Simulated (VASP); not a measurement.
Runs of VASP 6.6.1 on Sn3TeW. The structure is that of space group P6/mmm (No. 191), or close to it. The cells are those of the table. The cell was built from a structure type or drawn by symmetry, and may not be a known phase.

```csv
task,cell,k mesh,cutoff (eV),gap on the mesh (eV),pressure (GPa)
single point,"a = 6.005, b = 6.005, c = 5.281 Å, angles 90.0, 90.0, 120.0°, 5 atoms",6 × 6 × 8,520,none,0.0
single point,"a = 4.290, b = 4.290, c = 8.363 Å, angles 90.0, 90.0, 120.0°, 5 atoms",6 × 6 × 2,520,none,(a)
single point,"a = 5.983, b = 5.983, c = 5.264 Å, angles 90.0, 90.0, 120.0°, 5 atoms",6 × 6 × 2,520,none,0.1
relaxation of cell and atoms,"relaxed from a = 5.983, b = 5.983, c = 5.264 Å, angles 90.0, 90.0, 120.0°, 5 atoms",3 × 3 × 4,600,none,0.0
single point,"a = 5.922, b = 5.922, c = 5.390 Å, angles 90.0, 90.0, 120.0°, 5 atoms",3 × 3 × 4,520,none,-0.1
```

Alike in all rows: level PBE; potentials or basis VASP PAW PBE potentials, release 64 (Sn_d, Te, W_sv); no spin polarisation; smearing gaussian 0.1 eV.

**Question.** Fill in the values left out.

**Answer.** (a) 149.5.

Caveats: some runs use coarse meshes; spin-orbit coupling is left out, which moves the levels of the heavy elements.

A k mesh can miss the band edges, and the runs leave out spin-orbit coupling on Sn, Te, W.

A gap of «none» marks levels without a gap at the run's occupations.
